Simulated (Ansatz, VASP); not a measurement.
# One calculation of ZnCu2SnS4, two programs

```
CELL_PARAMETERS angstrom
-2.71710 2.71710 5.42480
2.71710 -2.71710 5.42480
2.71710 2.71710 -5.42480
ATOMIC_POSITIONS crystal
Zn 0.25000 0.75000 0.50000
Cu 0.00000 0.00000 0.00000
Cu 0.75000 0.25000 0.50000
Sn 0.50000 0.50000 0.00000
S 0.37161 0.88441 0.99960
S 0.11559 0.11519 0.48720
S 0.88481 0.37201 0.00040
S 0.62799 0.62839 0.51280
```

Alike in both runs: task relaxation of cell and atoms; functional PBE; k mesh 2 × 2 × 2; occupations fermi-dirac, width 0.02 eV; no spin polarisation.

```csv
,VASP,Ansatz
version,VASP 6.6.1,Ansatz 0.2.0
potentials or method,"VASP PAW PBE potentials, release 64 (Zn, Cu_sv_GW, Sn_d, S), cutoff 700 eV",PAW plane waves
valence electrons in the cell,88,88
```

```csv
,VASP,Ansatz,Ansatz less VASP
relaxed volume (Å³/atom),20.23,20.47,+0.233
relaxed cell length with the largest relative difference (Å),6.660,6.682,+0.0217
```

The k mesh is coarse, so the values compare programs but aren't converged.
